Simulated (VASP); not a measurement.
Here is a VASP 6.6.1 calculation.

INCAR

```
ALGO     = Normal         # electronic algorithm
EDIFF    = 1E-6           # SCF threshold, eV
EDIFFG   = -0.03          # ionic threshold
ENCUT    = 600            # plane-wave cutoff, eV
GGA      = RE             # functional
IBRION   = 2              # ionic algorithm
ISIF     = 3              # what is computed and relaxed
ISMEAR   = 0              # smearing method
LASPH    = True           # aspherical terms in the spheres
LCHARG   = False          # write CHGCAR
LREAL    = False          # projectors in reciprocal space
LWAVE    = False          # write WAVECAR
NELM     = 60             # most SCF steps
NSW      = 80             # ionic steps
PREC     = Accurate       # precision mode
PSTRESS  = 50.0         
SIGMA    = 0.1            # smearing width, eV
```

KPOINTS

```
k-points
0
Gamma
  7 7 7
```

The input POSCAR:

```
Pt
1.0
    2.5500000000      0.0000000000      0.0000000000
    0.0000000000      2.5500000000      0.0000000000
    0.0000000000      0.0000000000      2.5500000000
Pt
1
Direct
    0.0000000000      0.0000000000      0.0000000000
```

Potentials or basis: VASP PAW PBE potentials, release 64 (Pt).

The run is started by

```sh
$ cat potpaw_PBE.64/Pt/POTCAR > POTCAR
$ mpirun -np 1 vasp_std > vasp.out
```

Predict the relaxed volume.

17.78 Å³/atom.

What does it give for the band gap on the k mesh?

Zero (band 5 reaches 9.87 eV, above the bottom of band 6 at 7.70 eV).

What does it give for the space group after relaxing (to 0.05 Å)?

Pm-3m (No. 221).

Predict the relaxed cell.

a = 2.610 Å, b = 2.610 Å, c = 2.610 Å, α = 90.00°, β = 90.00°, γ = 90.00°.

Final structure:
```
Pt
1.0
     2.61026    0.00000    0.00000
     0.00000    2.61026    0.00000
     0.00000    0.00000    2.61026
Pt
1
Direct
  0.00000 0.00000 0.00000
```

Caveat: the cell is relaxed towards a set pressure, so the enthalpy falls and the energy may rise; the PAW data sets were made with another functional, which shifts forces and pressure a little; spin-orbit coupling is left out, which moves the levels of the heavy elements.
